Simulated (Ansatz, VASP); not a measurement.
## FePt5 in VASP and in Ansatz

```xyz
6
Lattice="2.7935 0.0000 0.0000 -1.3967 2.4192 0.0000 0.0000 0.0000 13.5894" Properties=species:S:1:pos:R:3 pbc="T T T"
Fe    0.0000    1.6128    6.7947
Pt    1.3967    0.8064    0.0000
Pt    1.3967    0.8064    4.5298
Pt    1.3967    0.8064    9.0596
Pt    0.0000    1.6128   11.3245
Pt    0.0000    1.6128    2.2649
```

Alike in both runs: task single point; functional PBE; k mesh 6 × 6 × 2; occupations gaussian, width 0.1 eV; collinear spin.

|  | VASP | Ansatz |
| --- | --- | --- |
| version | VASP 6.6.1 | Ansatz 0.2.0 |
| potentials or method | VASP PAW PBE potentials, release 64 (Fe, Pt), cutoff 520 eV | scalar-relativistic, plane waves, PAW |
| valence electrons in the cell | 58 | 106 |

|  | VASP | Ansatz | Ansatz less VASP |
| --- | --- | --- | --- |
| gap on the k mesh at the Fermi level (eV) | none | none | - |
| pressure (GPa) | -0.6 | -0.2 | +0.43 |
| traceless stress, the component that is largest in VASP (GPa) | 6.99 | 7.06 | +0.069 |
| rms of the force components (eV/Å) | 0.583 | 0.589 | +0.0066 |
| net moment per atom (μB) | 0.53 | 0.53 | +0.001 |
| size of the moment on the site where the two differ most (μB) | 3.05 | 3.09 | +0.044 |

Site moments also hang on the region over which each program counts them. Atom by atom the forces differ by 0.007 eV/Å (rms over components). A gap of «none» marks a metal or a gap that the smearing closes. VASP's potentials hold 58 valence electrons a cell and Ansatz's 106, so a difference there can come from the potentials and not from the codes.

The k mesh is coarse, so the values compare programs but aren't converged. Neither program's run includes spin-orbit coupling.
